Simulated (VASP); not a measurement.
# ZnIn3 (Fm-3m) in VASP: single point with LDA

Aim: the single point of ZnIn3 with LDA.

All numbers are computed with VASP 6.6.1; they aren't measurements. Logs are shortened: lines on timing, memory, paths and dates and some standing lists are left out, and cuts for length are marked.

## 1. The cell of the first run

It takes space group Fm-3m (No. 225, cubic). The conventional cell has a = 7.381 Å, b = 7.381 Å, c = 7.381 Å, α = 90.00°, β = 90.00°, γ = 90.00°. Zn (site symmetry m-3m) has 14 In at 3.20 to 3.69 Å within 4.2 Å. In (site symmetry -43m) has 4 Zn at 3.20 Å and 10 In at 3.20 to 3.69 Å within 4.2 Å. Within 4.2 Å of In (site symmetry m-3m) lie 8 In at 3.20 Å and 6 Zn at 3.69 Å.

## 2. Single point, LDA

Input file INCAR:

```
SYSTEM = ZnIn3
ALGO = Normal
EDIFF = 1E-6
ENCUT = 520
GGA = CA
ISIF = 2
ISMEAR = 0
LASPH = .True.
LCHARG = .False.
LREAL = .False.
LWAVE = .False.
NBANDS = 34
NELM = 100
PREC = Accurate
SIGMA = 0.05
```

Input file KPOINTS:

```
k-points
0
Gamma
  5 5 5
  0 0 0
```

Input file POSCAR:

```
ZnIn3
1.0
    0.0000000000      3.6907310000      3.6907310000
    3.6907310000      0.0000000000      3.6907310000
    3.6907310000      3.6907310000      0.0000000000
Zn In
1 3
Direct
    0.0000000000      0.0000000000      0.0000000000
    0.2500000000      0.2500000000      0.2500000000
    0.7500000000      0.7500000000      0.7500000000
    0.5000000000      0.5000000000      0.5000000000
```

Potentials or basis: VASP PAW LDA potentials, release 64 (Zn, In_d).

Run with:

```
$ cat potpaw_LDA.64/Zn/POTCAR potpaw_LDA.64/In_d/POTCAR > POTCAR
$ mpirun -np 1 vasp_std > vasp.out
```

OUTCAR:

```text
SYSTEM = ZnIn3
   EDIFF = 1E-6
   ENCUT = 520
   GGA = CA
   ISIF = 2
   ISMEAR = 0
   LASPH = .True.
   LREAL = .False.
   NELM = 100
   PREC = Accurate

 ion  position               nearest neighbor table
   1  0.000  0.000  0.000-   3 3.20   2 3.20   3 3.20   2 3.20   3 3.20   3 3.20   2 3.20   2 3.20

   2  0.250  0.250  0.250-   1 3.20   1 3.20   4 3.20   4 3.20   1 3.20   1 3.20   4 3.20   4 3.20
                             3 3.69   3 3.69   3 3.69   3 3.69   3 3.69   3 3.69
   3  0.750  0.750  0.750-   4 3.20   1 3.20   4 3.20   1 3.20   4 3.20   4 3.20   1 3.20   1 3.20
                             2 3.69   2 3.69   2 3.69   2 3.69   2 3.69   2 3.69
   4  0.500  0.500  0.500-   2 3.20   2 3.20   3 3.20   3 3.20   2 3.20   2 3.20   3 3.20   3 3.20

  LATTYP: Found a face centered cubic cell.
 ALAT       =     7.3814620000

  Lattice vectors:

 A1 = (   0.0000000000,   3.6907310000,   3.6907310000)
 A2 = (   3.6907310000,   0.0000000000,   3.6907310000)
 A3 = (   3.6907310000,   3.6907310000,   0.0000000000)

Analysis of symmetry for initial positions (statically):
=====================================================================
 Subroutine PRICEL returns:
 Original cell was already a primitive cell.

 Routine SETGRP: Setting up the symmetry group for a
 face centered cubic supercell.

 Subroutine GETGRP returns: Found 48 space group operations
 (whereof 48 operations were pure point group operations)
 out of a pool of 48 trial point group operations.

The static configuration has the point symmetry O_h .

Analysis of symmetry for dynamics (positions and initial velocities):
=====================================================================
 Subroutine PRICEL returns:
 Original cell was already a primitive cell.

 Routine SETGRP: Setting up the symmetry group for a
 face centered cubic supercell.

 Subroutine GETGRP returns: Found 48 space group operations
 (whereof 48 operations were pure point group operations)
 out of a pool of 48 trial point group operations.

The dynamic configuration has the point symmetry O_h .

 Subroutine INISYM returns: Found 48 space group operations
 (whereof 48 operations are pure point group operations),
 and found     1 'primitive' translations

----------------------------------------------------------------------------------------

                                     Primitive cell

  volume of cell :     100.5466

  direct lattice vectors                    reciprocal lattice vectors
     0.000000000  3.690731000  3.690731000    -0.135474517  0.135474517  0.135474517
     3.690731000  0.000000000  3.690731000     0.135474517 -0.135474517  0.135474517
     3.690731000  3.690731000  0.000000000     0.135474517  0.135474517 -0.135474517

  length of vectors
     5.219481835  5.219481835  5.219481835     0.234648747  0.234648747  0.234648747

  position of ions in fractional coordinates (direct lattice)
     0.000000000  0.000000000  0.000000000
     0.250000000  0.250000000  0.250000000
     0.750000000  0.750000000  0.750000000
     0.500000000  0.500000000  0.500000000

  ion indices of the primitive-cell ions
   primitive index   ion index
                 1           1
                 2           2
                 3           3
                 4           4

----------------------------------------------------------------------------------------

 KPOINTS: k-points

Automatic generation of k-mesh.
 Grid dimensions read from file:
 generate k-points for:    5    5    5

 Generating k-lattice:

  Cartesian coordinates                     Fractional coordinates (reciprocal lattice)
    -0.027094903  0.027094903  0.027094903     0.200000000  0.000000000  0.000000000
     0.027094903 -0.027094903  0.027094903     0.000000000  0.200000000  0.000000000
     0.027094903  0.027094903 -0.027094903     0.000000000  0.000000000  0.200000000

  Length of vectors
     0.046929749  0.046929749  0.046929749

  Shift w.r.t. Gamma in fractional coordinates (k-lattice)
     0.000000000  0.000000000  0.000000000

 Subroutine IBZKPT returns following result:
 ===========================================

 Found     10 irreducible k-points:

 Following reciprocal coordinates:
            Coordinates               Weight
  0.000000  0.000000  0.000000      1.000000
  0.200000  0.000000  0.000000      8.000000
  0.400000  0.000000  0.000000      8.000000
  0.200000  0.200000  0.000000      6.000000
  0.400000  0.200000  0.000000     24.000000
 -0.400000  0.200000  0.000000     24.000000
 -0.200000  0.200000  0.000000     12.000000
  0.400000  0.400000  0.000000      6.000000
 -0.400000  0.400000  0.000000     12.000000
 -0.400000  0.400000  0.200000     24.000000
   k-points           NKPTS =     10   k-points in BZ     NKDIM =     10   number of bands    NBANDS=     34
   number of dos      NEDOS =    301   number of ions     NIONS =      4
   total plane-waves  NPLWV =  64000
   dimension x,y,z NGX =    40 NGY =   40 NGZ =   40
   dimension x,y,z NGXF=    80 NGYF=   80 NGZF=   80
   ions per type =               1   3
   NGX,Y,Z   is equivalent  to a cutoff of  12.74, 12.74, 12.74 a.u.
   NGXF,Y,Z  is equivalent  to a cutoff of  25.48, 25.48, 25.48 a.u.
 SYSTEM =  ZnIn3
   PREC   = accura    normal or accurate (medium, high low for compatibility)
   ISTART =      0    job   : 0-new  1-cont  2-samecut
   ICHARG =      2    charge: 1-file 2-atom 10-const
   ISPIN  =      1    spin polarized calculation?
   LNONCOLLINEAR =      F non collinear calculations
   LSORBIT =      F    spin-orbit coupling
   LASPH  =      T    aspherical Exc in radial PAW
   ENCUT  =  520.0 eV  38.22 Ry    6.18 a.u.   9.70  9.70  9.70*2*pi/ulx,y,z
   NELM   =    100;   NELMIN=  2; NELMDL= -5     # of ELM steps
   EDIFF  = 0.1E-05   stopping-criterion for ELM
   LREAL  =      F    real-space projection
   EDIFFG = 0.1E-04   stopping-criterion for IOM
   NSW    =      0    number of steps for IOM
   IBRION =     -1    ionic relax: 0-MD 1-quasi-New 2-CG
   NFREE  =      0    steps in history (QN), initial steepest desc. (CG)
   ISIF   =      2    stress and relaxation
   ISYM   =      2    0-nonsym 1-usesym 2-fastsym
   POTIM  = 0.5000    time-step for ionic-motion
   TEBEG  =    0.0;   TEEND  =   0.0 temperature during run
   PSTRESS=    0.0 pullay stress
   NELECT =      51.0000    total number of electrons
   NUPDOWN=      -1.0000    fix difference up-down
   EMIN   =  10.00;   EMAX   =-10.00  energy-range for DOS
   EFERMI =   0.00;   METHOD = LEGACY
   ISMEAR =     0;   SIGMA  =   0.05  broadening in eV -4-tet -1-fermi 0-gaus
   EFERMI_NEDOS =   21; number of points for ismear=-14 and -15
   IALGO  =     38    algorithm
   IMIX   =      4    mixing-type and parameters
     AMIX     =   0.40;   BMIX     =  1.00
     AMIX_MAG =   1.60;   BMIX_MAG =  1.00
  volume/ion in A,a.u.               =      25.14       169.63
  Fermi-wavevector in a.u.,A,eV,Ry     =   1.305597  2.467221 23.192269  1.704584
  Thomas-Fermi vector in A             =   2.436455
   LORBIT       =      0    0 simple, 1 ext, 2 COOP (PROOUT), +10 PAW based schemes
   GGA     = CA    functional components
   LHFCALC =     F    Hartree Fock is set to
   AEXX    =    0.0000 exact exchange contribution
   IVDW    =     0    specifies the selected vdW correction
   LEPSILON=     F    determine dielectric tensor
   LRPA    =     F    only Hartree local field effects (RPA)
 non-spin polarized calculation
 Gauss-broadening in eV      SIGMA  =   0.05
  energy-cutoff  :      520.00
  volume of cell :      100.55
 maximum number of plane-waves:      2733
   NGX = 19   NGY = 19   NGZ = 19

 number of electron      51.0000014 magnetization

 Free energy of the ion-electron system (eV)
  ---------------------------------------------------
  ext. energy  EPLUGINS =         0.00000000
  ---------------------------------------------------
  free energy    TOTEN  =       -10.63848291 eV

  energy without entropy =      -10.62777363  energy(sigma->0) =      -10.63312827

 E-fermi :   5.7943     XC(G=0): -10.4250

 val. band max:        5.7876071678   @ k =   0.4000   0.2000   0.0000
 cond. band min:       5.7991039207   @ k =  -0.4000   0.4000   0.2000
 fundamental gap:      0.0114967529
 Fermi energy:         5.7942695058

 k-point     1 :       0.0000    0.0000    0.0000
  band No.  band energies     occupation
      1      -8.8387      2.00000
      2      -8.8387      2.00000
      3      -8.8058      2.00000
      4      -8.8058      2.00000
      5      -8.8058      2.00000
      6      -8.6825      2.00000
[... 26 lines left out ...]
     33       7.6782      0.00000
     34      11.6663      0.00000

 k-point     2 :       0.2000    0.0000    0.0000
  band No.  band energies     occupation
      1      -8.8284      2.00000
      2      -8.8284      2.00000
      3      -8.8257      2.00000
      4      -8.8098      2.00000
      5      -8.8098      2.00000
      6      -8.6604      2.00000
[... 26 lines left out ...]
     33      10.3286      0.00000
     34      12.9656      0.00000

 k-point     3 :       0.4000    0.0000    0.0000
  band No.  band energies     occupation
      1      -8.8554      2.00000
      2      -8.8554      2.00000
      3      -8.8181      2.00000
      4      -8.7481      2.00000
      5      -8.7481      2.00000
      6      -8.6297      2.00000
[... 26 lines left out ...]
     33      12.8775      0.00000
     34      12.8775      0.00000

 k-point     4 :       0.2000    0.2000    0.0000
  band No.  band energies     occupation
      1      -8.8443      2.00000
      2      -8.8443      2.00000
      3      -8.8077      2.00000
      4      -8.8054      2.00000
      5      -8.7941      2.00000
      6      -8.6869      2.00000
[... 26 lines left out ...]
     33       9.3219      0.00000
     34      11.9977      0.00000

 k-point     5 :       0.4000    0.2000    0.0000
  band No.  band energies     occupation
      1      -8.8619      2.00000
      2      -8.8554      2.00000
      3      -8.8087      2.00000
      4      -8.7721      2.00000
      5      -8.7584      2.00000
      6      -8.6518      2.00000
[... 26 lines left out ...]
     33      11.7845      0.00000
     34      12.6800      0.00000

 k-point     6 :      -0.4000    0.2000    0.0000
  band No.  band energies     occupation
      1      -8.8602      2.00000
      2      -8.8544      2.00000
      3      -8.8229      2.00000
      4      -8.7455      2.00000
      5      -8.7256      2.00000
      6      -8.6474      2.00000
[... 26 lines left out ...]
     33      13.1139      0.00000
     34      13.5397      0.00000

 k-point     7 :      -0.2000    0.2000    0.0000
  band No.  band energies     occupation
      1      -8.8581      2.00000
      2      -8.8373      2.00000
      3      -8.8231      2.00000
      4      -8.7800      2.00000
      5      -8.7714      2.00000
      6      -8.6559      2.00000
[... 26 lines left out ...]
     33      11.4273      0.00000
     34      11.8791      0.00000

 k-point     8 :       0.4000    0.4000    0.0000
  band No.  band energies     occupation
      1      -8.8696      2.00000
      2      -8.8696      2.00000
      3      -8.7960      2.00000
      4      -8.7931      2.00000
      5      -8.7302      2.00000
      6      -8.6244      2.00000
[... 26 lines left out ...]
     33      12.2514      0.00000
     34      12.3738      0.00000

 k-point     9 :      -0.4000    0.4000    0.0000
  band No.  band energies     occupation
      1      -8.8698      2.00000
      2      -8.8572      2.00000
      3      -8.8173      2.00000
      4      -8.7788      2.00000
      5      -8.6835      2.00000
      6      -8.6777      2.00000
[... 26 lines left out ...]
     33      12.8881      0.00000
     34      13.4231      0.00000

 k-point    10 :      -0.4000    0.4000    0.2000
  band No.  band energies     occupation
      1      -8.8620      2.00000
      2      -8.8551      2.00000
      3      -8.8242      2.00000
      4      -8.7614      2.00000
      5      -8.7216      2.00000
      6      -8.6572      2.00000
[... 26 lines left out ...]
     33      12.5174      0.00000
     34      13.7656      0.00000

------------------------ aborting loop because EDIFF is reached ----------------------------------------

  FORCE on cell =-STRESS in cart. coord.  units (eV):
  Direction    XX          YY          ZZ          XY          YZ          ZX
  --------------------------------------------------------------------------------------
  -------------------------------------------------------------------------------------
  Total       -2.6517667     -2.6517667     -2.6517667     -0.0000000      0.0000000      0.0000000
  in kB      -42.2550602    -42.2550602    -42.2550602     -0.0000000      0.0000000      0.0000000
  external PRESSURE =     -42.2550602 kB  Pullay stress =       0.0000000 kB

 VOLUME and BASIS-vectors are now :
 -----------------------------------------------------------------------------
  energy-cutoff  :      520.00
  volume of cell :      100.55
      direct lattice vectors                 reciprocal lattice vectors
     0.000000000  3.690731000  3.690731000    -0.135474517  0.135474517  0.135474517
     3.690731000  0.000000000  3.690731000     0.135474517 -0.135474517  0.135474517
     3.690731000  3.690731000  0.000000000     0.135474517  0.135474517 -0.135474517

 POSITION                                       TOTAL-FORCE (eV/Angst)
 -----------------------------------------------------------------------------------
      0.00000      0.00000      0.00000        -0.000000      0.000000     -0.000000
      1.84537      1.84537      1.84537         0.000000      0.000000     -0.000000
      5.53610      5.53610      5.53610        -0.000000     -0.000000      0.000000
      3.69073      3.69073      3.69073        -0.000000      0.000000     -0.000000
 -----------------------------------------------------------------------------------
    total drift:                               -0.000000      0.000000      0.000000

  FREE ENERGIE OF THE ION-ELECTRON SYSTEM (eV)
  ---------------------------------------------------
  free  energy   TOTEN  =       -10.6384829071 eV

  energy  without entropy=      -10.6277736316  energy(sigma->0) =      -10.63312827
```

Run time: 23 s. Hardware: 1 thread of Intel Xeon Platinum 8488C (Sapphire Rapids), shared host; peak memory 0.2 GiB.

Results:

```yaml
Free_energy: -10.6385 eV
Pressure: -4.2 GPa
Band_gap_on_the_k_mesh: zero (an odd number of electrons rules out a gap without spin polarisation)
```

Caveat: the cell stands under tension; spin-orbit coupling is left out, which moves the levels of the heavy elements.
